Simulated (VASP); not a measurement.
Set up this calculation in VASP 6.6.1, as the native input.

| Item | Value |
| --- | --- |
| Task | electric field gradients |
| Functional | PBEsol |
| Potentials or basis | VASP PAW PBE potentials, release 64 (Hf_pv) |
| Cutoff | 520 eV |
| k mesh | 16 × 16 × 16 |
| Occupations | fermi-dirac, width 0.03 eV |
| Spin | no spin polarisation |
| Dipole correction | no |
| Further INCAR settings | ALGO = Normal; EDIFF = 1e-08; NBANDS = 11 |

The structure of Hf lies in POSCAR:

```
Hf
1.0
    0.0222000000      2.2311000000      2.2311000000
    2.2311000000      0.0222000000      2.2311000000
    2.2311000000      2.2311000000      0.0222000000
Hf
1
Direct
    0.0000000000      0.0000000000      0.0000000000
```

This cell differs from its parent crystal: equal xy, yz and zx shear strains of +1 %.

The input as run:

INCAR

```
ALGO = Normal
EDIFF = 1E-8
ENCUT = 520
GGA = PS
ISIF = 2
ISMEAR = -1
LASPH = T
LCHARG = F
LEFG = T
LREAL = F
LWAVE = F
NBANDS = 11
NELM = 60
PREC = Accurate
SIGMA = 0.03
```

KPOINTS

```
k-points
0
Gamma
  16 16 16
```

Potentials or basis: VASP PAW PBE potentials, release 64 (Hf_pv).

Run with:

```console
$ cat potpaw_PBE.64/Hf_pv/POTCAR > POTCAR
$ mpirun -np 1 vasp_std > vasp.out
```

It gave:

The pressure is -2.0 GPa and the band gap on the k mesh is zero (band 5 reaches 5.99 eV, above the bottom of band 6 at 4.34 eV).

Caveat: the cell differs from its parent crystal (equal xy, yz and zx shear strains of +1 %); without QUAD_EFG the Cq values of the log hold for a quadrupole moment of 1 mb, not for the nuclei; the PAW data sets were made with another functional, which shifts forces and pressure a little; spin-orbit coupling is left out, which moves the levels of the heavy elements.

Wall time 28 s on 1 thread of Intel(R) Xeon(R) 6975P-C (Granite Rapids), on a shared host, peak memory 0.22 GiB.
